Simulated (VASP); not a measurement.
# CoSi2 (Fm-3m) in VASP: further runs

Runs on CoSi2. Level: PBEsol. Tasks: single point.

All numbers are computed with VASP 6.6.1; they aren't measurements. Logs are shortened: lines on timing, memory, paths and dates and some standing lists are left out, and cuts for length are marked.

### Step 1. The cell of the first run

Symmetry: Fm-3m, No. 225, cubic system. Conventional cell: a = 5.167 Å, b = 5.167 Å, c = 5.167 Å, α = 90.00°, β = 90.00°, γ = 90.00°. Within 3.0 Å of Co (site symmetry m-3m) lie 8 Si at 2.24 Å. Within 3.0 Å of Si (site symmetry -43m) lie 4 Co at 2.24 Å and 6 Si at 2.58 Å.

### Step 2. Single point, PBEsol, collinear spin, ferromagnetic start (11.50 Å³/atom)

File INCAR:

```
  PREC = Accurate
  ENCUT = 520
  EDIFF = 1E-7
  ISMEAR = 0
  SIGMA = 0.15
  LREAL = F
  LASPH = T
  NELM = 150
  ALGO = Normal
  ISIF = 2
  LWAVE = F
  LCHARG = F
  ISPIN = 2
  MAGMOM = 2.2 0 0
  LORBIT = 11
  NUPDOWN = 2.2
  LMAXMIX = 4
  GGA = PS
  NBANDS = 20
```

File KPOINTS:

```
Automatic mesh
0
Gamma
  14 14 14
```

File POSCAR:

```
CoSi2
1.0
    0.0000000000      2.5835250176      2.5835250176
    2.5835250176      0.0000000000      2.5835250176
    2.5835250176      2.5835250176      0.0000000000
Co Si
1 2
Direct
    0.0000000000      0.0000000000      0.0000000000
    0.2500000000      0.2500000000      0.2500000000
    0.7500000000      0.7500000000      0.7500000000
```

Potentials or basis: VASP PAW PBE potentials, release 64 (Co, Si).

On the command line:

```sh
$ cat potpaw_PBE.64/Co/POTCAR potpaw_PBE.64/Si/POTCAR > POTCAR
$ mpirun -np 1 vasp_std > vasp.out
```

OUTCAR:

```text
PREC = Accurate
   ENCUT = 520
   EDIFF = 1E-7
   ISMEAR = 0
   LREAL = F
   LASPH = T
   NELM = 150
   ISIF = 2
   ISPIN = 2
   LORBIT = 11
   NUPDOWN = 2.2
   GGA = PS

 ion  position               nearest neighbor table
   1  0.000  0.000  0.000-   3 2.24   3 2.24   3 2.24   2 2.24   3 2.24   2 2.24   2 2.24   2 2.24

   2  0.250  0.250  0.250-   1 2.24   1 2.24   1 2.24   1 2.24   3 2.58   3 2.58   3 2.58   3 2.58
                             3 2.58   3 2.58
   3  0.750  0.750  0.750-   1 2.24   1 2.24   1 2.24   1 2.24   2 2.58   2 2.58   2 2.58   2 2.58
                             2 2.58   2 2.58

  LATTYP: Found a face centered cubic cell.
 ALAT       =     5.1670500352

  Lattice vectors:

 A1 = (   0.0000000000,   2.5835250176,   2.5835250176)
 A2 = (   2.5835250176,   0.0000000000,   2.5835250176)
 A3 = (   2.5835250176,   2.5835250176,   0.0000000000)

Analysis of symmetry for initial positions (statically):
=====================================================================
 Subroutine PRICEL returns:
 Original cell was already a primitive cell.

 Routine SETGRP: Setting up the symmetry group for a
 face centered cubic supercell.

 Subroutine GETGRP returns: Found 48 space group operations
 (whereof 48 operations were pure point group operations)
 out of a pool of 48 trial point group operations.

The static configuration has the point symmetry O_h .

Analysis of symmetry for dynamics (positions and initial velocities):
=====================================================================
 Subroutine PRICEL returns:
 Original cell was already a primitive cell.

 Routine SETGRP: Setting up the symmetry group for a
 face centered cubic supercell.

 Subroutine GETGRP returns: Found 48 space group operations
 (whereof 48 operations were pure point group operations)
 out of a pool of 48 trial point group operations.

The dynamic configuration has the point symmetry O_h .

Analysis of structural, dynamic, and magnetic symmetry:
=====================================================================
 Subroutine PRICEL returns:
 Original cell was already a primitive cell.

 Routine SETGRP: Setting up the symmetry group for a
 face centered cubic supercell.

 Subroutine GETGRP returns: Found 48 space group operations
 (whereof 48 operations were pure point group operations)
 out of a pool of 48 trial point group operations.

The overall configuration has the point symmetry O_h .

 Subroutine INISYM returns: Found 48 space group operations
 (whereof 48 operations are pure point group operations),
 and found     1 'primitive' translations

----------------------------------------------------------------------------------------

                                     Primitive cell

  volume of cell :      34.4880

  direct lattice vectors                    reciprocal lattice vectors
     0.000000000  2.583525018  2.583525018    -0.193534027  0.193534027  0.193534027
     2.583525018  0.000000000  2.583525018     0.193534027 -0.193534027  0.193534027
     2.583525018  2.583525018  0.000000000     0.193534027  0.193534027 -0.193534027

  length of vectors
     3.653656119  3.653656119  3.653656119     0.335210767  0.335210767  0.335210767

  position of ions in fractional coordinates (direct lattice)
     0.000000000  0.000000000  0.000000000
     0.250000000  0.250000000  0.250000000
     0.750000000  0.750000000  0.750000000

  ion indices of the primitive-cell ions
   primitive index   ion index
                 1           1
                 2           2
                 3           3

----------------------------------------------------------------------------------------

 KPOINTS: Automatic mesh

Automatic generation of k-mesh.
 Grid dimensions read from file:
 generate k-points for:   14   14   14

 Generating k-lattice:

  Cartesian coordinates                     Fractional coordinates (reciprocal lattice)
    -0.013823859  0.013823859  0.013823859     0.071428571  0.000000000  0.000000000
     0.013823859 -0.013823859  0.013823859     0.000000000  0.071428571  0.000000000
     0.013823859  0.013823859 -0.013823859     0.000000000  0.000000000  0.071428571

  Length of vectors
     0.023943626  0.023943626  0.023943626

  Shift w.r.t. Gamma in fractional coordinates (k-lattice)
     0.000000000  0.000000000  0.000000000

 Subroutine IBZKPT returns following result:
 ===========================================

 Found    104 irreducible k-points:

 Following reciprocal coordinates:
            Coordinates               Weight
  0.000000  0.000000  0.000000      1.000000
  0.071429  0.000000  0.000000      8.000000
  0.142857  0.000000  0.000000      8.000000
  0.214286  0.000000  0.000000      8.000000
  0.285714  0.000000  0.000000      8.000000
  0.357143  0.000000  0.000000      8.000000
[... 16 lines left out ...]
  0.214286  0.142857  0.000000     24.000000
  0.285714  0.142857  0.000000     24.000000
 [... further k-points ...]
   k-points           NKPTS =    104   k-points in BZ     NKDIM =    104   number of bands    NBANDS=     20
   number of dos      NEDOS =    301   number of ions     NIONS =      3
   total plane-waves  NPLWV =  21952
   dimension x,y,z NGX =    28 NGY =   28 NGZ =   28
   dimension x,y,z NGXF=    56 NGYF=   56 NGZF=   56
   ions per type =               1   2
   NGX,Y,Z   is equivalent  to a cutoff of  12.74, 12.74, 12.74 a.u.
   NGXF,Y,Z  is equivalent  to a cutoff of  25.48, 25.48, 25.48 a.u.
 SYSTEM =  unknown system
   PREC   = accura    normal or accurate (medium, high low for compatibility)
   ISTART =      0    job   : 0-new  1-cont  2-samecut
   ICHARG =      2    charge: 1-file 2-atom 10-const
   ISPIN  =      2    spin polarized calculation?
   LNONCOLLINEAR =      F non collinear calculations
   LSORBIT =      F    spin-orbit coupling
   LASPH  =      T    aspherical Exc in radial PAW
   ENCUT  =  520.0 eV  38.22 Ry    6.18 a.u.   6.79  6.79  6.79*2*pi/ulx,y,z
   NELM   =    150;   NELMIN=  2; NELMDL= -5     # of ELM steps
   EDIFF  = 0.1E-06   stopping-criterion for ELM
   LREAL  =      F    real-space projection
   EDIFFG = 0.1E-05   stopping-criterion for IOM
   NSW    =      0    number of steps for IOM
   IBRION =     -1    ionic relax: 0-MD 1-quasi-New 2-CG
   NFREE  =      0    steps in history (QN), initial steepest desc. (CG)
   ISIF   =      2    stress and relaxation
   ISYM   =      2    0-nonsym 1-usesym 2-fastsym
   POTIM  = 0.5000    time-step for ionic-motion
   TEBEG  =    0.0;   TEEND  =   0.0 temperature during run
   PSTRESS=    0.0 pullay stress
   NELECT =      17.0000    total number of electrons
   NUPDOWN=       2.2000    fix difference up-down
   EMIN   =  10.00;   EMAX   =-10.00  energy-range for DOS
   EFERMI =   0.00;   METHOD = LEGACY
   ISMEAR =     0;   SIGMA  =   0.15  broadening in eV -4-tet -1-fermi 0-gaus
   EFERMI_NEDOS =   21; number of points for ismear=-14 and -15
   IALGO  =     38    algorithm
   IMIX   =      4    mixing-type and parameters
     AMIX     =   0.40;   BMIX     =  1.00
     AMIX_MAG =   1.60;   BMIX_MAG =  1.00
  volume/ion in A,a.u.               =      11.50        77.58
  Fermi-wavevector in a.u.,A,eV,Ry     =   1.293208  2.443809 22.754215  1.672388
  Thomas-Fermi vector in A             =   2.424868
   LORBIT       =     11    0 simple, 1 ext, 2 COOP (PROOUT), +10 PAW based schemes
   GGA     = PS    functional components
   LHFCALC =     F    Hartree Fock is set to
   AEXX    =    0.0000 exact exchange contribution
   IVDW    =     0    specifies the selected vdW correction
   LEPSILON=     F    determine dielectric tensor
   LRPA    =     F    only Hartree local field effects (RPA)
 spin polarized calculation
 Gauss-broadening in eV      SIGMA  =   0.15
  energy-cutoff  :      520.00
  volume of cell :       34.49
 maximum number of plane-waves:       944
   NGX = 13   NGY = 13   NGZ = 13

 number of electron      16.9999995 magnetization       2.1999999

 Free energy of the ion-electron system (eV)
  ---------------------------------------------------
  ext. energy  EPLUGINS =         0.00000000
  ---------------------------------------------------
  free energy    TOTEN  =       -18.51641469 eV

  energy without entropy =      -18.49664029  energy(sigma->0) =      -18.50652749

 E-fermi :  10.5613     XC(G=0): -12.3627

 val. band max:       13.9101604752   @ k =  -0.2857   0.2857   0.0714
 cond. band min:      10.5715219031   @ k =  -0.4286   0.2857   0.0000
 fundamental gap:     -3.3386385721
 Fermi energy:        13.9255559216

 spin component 1

 k-point     1 :       0.0000    0.0000    0.0000
  band No.  band energies     occupation
      1      -2.7165      1.00000
      2       6.3711      1.00000
      3       6.3711      1.00000
      4       6.3711      1.00000
      5       8.4126      1.00000
      6       8.4126      1.00000
[... 12 lines left out ...]
     19      22.0506      0.00000
[... 513 lines left out ...]
      4       6.6197      1.00000
      5       7.7064      1.00000
      6       8.6146      1.00000
[... 12 lines left out ...]
     19      26.6754      0.00000
     20      28.9863      0.00000

 [... further k-points ...]

 spin component 2

 k-point     1 :       0.0000    0.0000    0.0000
  band No.  band energies     occupation
      1      -2.1855      1.00000
      2       7.1933      1.00000
      3       7.1933      1.00000
      4       7.1933      1.00000
      5       9.5062      1.00000
      6       9.5062      1.00000
[... 12 lines left out ...]
     19      22.6339      0.00000
[... 513 lines left out ...]
      4       7.4310      1.00000
      5       8.6194      1.00000
      6       9.7272      1.00000
[... 12 lines left out ...]
     19      27.2499      0.00000
     20      29.5869      0.00000

 [... further k-points ...]

------------------------ aborting loop because EDIFF is reached ----------------------------------------

  FORCE on cell =-STRESS in cart. coord.  units (eV):
  Direction    XX          YY          ZZ          XY          YZ          ZX
  --------------------------------------------------------------------------------------
  -------------------------------------------------------------------------------------
  Total        8.1632521      8.1632521      8.1632521      0.0000000      0.0000000     -0.0000000
  in kB      379.2327039    379.2327039    379.2327039      0.0000000      0.0000000     -0.0000000
  external PRESSURE =     379.2327039 kB  Pullay stress =       0.0000000 kB

 VOLUME and BASIS-vectors are now :
 -----------------------------------------------------------------------------
  energy-cutoff  :      520.00
  volume of cell :       34.49
      direct lattice vectors                 reciprocal lattice vectors
     0.000000000  2.583525018  2.583525018    -0.193534027  0.193534027  0.193534027
     2.583525018  0.000000000  2.583525018     0.193534027 -0.193534027  0.193534027
     2.583525018  2.583525018  0.000000000     0.193534027  0.193534027 -0.193534027

 POSITION                                       TOTAL-FORCE (eV/Angst)
 -----------------------------------------------------------------------------------
      0.00000      0.00000      0.00000         0.000000      0.000000     -0.000000
      1.29176      1.29176      1.29176        -0.000000     -0.000000     -0.000000
      3.87529      3.87529      3.87529         0.000000      0.000000      0.000000
 -----------------------------------------------------------------------------------
    total drift:                               -0.000000     -0.000000      0.000000

  FREE ENERGIE OF THE ION-ELECTRON SYSTEM (eV)
  ---------------------------------------------------
  free  energy   TOTEN  =       -18.5164146888 eV

  energy  without entropy=      -18.4966402903  energy(sigma->0) =      -18.50652749

 total charge

# of ion       s       p       d       tot
------------------------------------------
    1        0.607   0.833   7.661   9.102
    2        0.772   0.925   0.000   1.698
    3        0.772   0.925   0.000   1.698
--------------------------------------------------
tot          2.152   2.684   7.661  12.497

 magnetization (x)

# of ion       s       p       d       tot
------------------------------------------
    1        0.021   0.220   1.080   1.321
    2        0.068   0.120   0.000   0.188
    3        0.068   0.120   0.000   0.188
--------------------------------------------------
tot          0.156   0.460   1.080   1.696
```

Wall time 4.2 min (1 thread of Intel Xeon 8259CL, shared host); peak memory 0.25 GiB.

Results:

* Free energy: -18.5164 eV
* Pressure: 37.9 GPa
* Net moment: 2.20 μB per cell
* Site moments: Co +1.32; Si +0.19 μB
* Valence electrons inside the program's atomic spheres: Co 9.10; Si 1.70

Caveat: the cell stands under pressure; the PAW data sets were made with another functional, which shifts forces and pressure a little; the total moment is fixed, so each spin has its own Fermi level and the state may be an excited one.

### Step 3. Single point, PBEsol, collinear spin, ferromagnetic start (11.50 Å³/atom)

File INCAR:

```
SYSTEM = CoSi2
PREC     = Accurate       ! precision mode
ENCUT    = 520            ! plane-wave cutoff, eV
EDIFF    = 1E-6           ! SCF threshold, eV
ISMEAR   = 0              ! smearing method
SIGMA    = 0.15           ! smearing width, eV
LREAL    = .False.        ! projectors in reciprocal space
LASPH    = .True.         ! aspherical terms in the spheres
NELM     = 150            ! most SCF steps
ALGO     = Normal         ! electronic algorithm
ISIF     = 2              ! what is computed and relaxed
LWAVE    = .False.        ! write WAVECAR
LCHARG   = .True.         ! write CHGCAR
ISPIN    = 2              ! spin polarisation
MAGMOM   = 0.55 0 0       ! initial moments
LORBIT   = 11             ! projections on sites
NUPDOWN  = 0.55           ! fixed moment
LMAXMIX  = 4              ! l up to which the mixer works
GGA      = PS             ! functional
LELF     = .True.         ! ELF
LVHAR    = .True.       
NBANDS   = 20             ! bands
```

File KPOINTS:

```
Automatic mesh
0
Gamma
  14 14 14
  0 0 0
```

POSCAR is that of step 2.

Potentials or basis: VASP PAW PBE potentials, release 64 (Co, Si).

On the command line:

```sh
$ cat potpaw_PBE.64/Co/POTCAR potpaw_PBE.64/Si/POTCAR > POTCAR
$ mpirun -np 1 vasp_std > vasp.out
```

Wall time 3.5 min (1 thread of Intel Xeon 8259CL, shared host); peak memory 0.25 GiB.

It converged, with:

| Item | Value |
| --- | --- |
| Free energy | -20.6727 eV |
| Pressure | 20.8 GPa |
| Net moment | 0.55 μB per cell |
| Site moments | Co +0.33; Si +0.04 μB |
| Valence electrons inside the program's atomic spheres | Co 9.18; Si 1.67 |

Caveat: the cell stands under pressure; the PAW data sets were made with another functional, which shifts forces and pressure a little; the total moment is fixed, so each spin has its own Fermi level and the state may be an excited one.

(Part 1 of 2 ends here.)
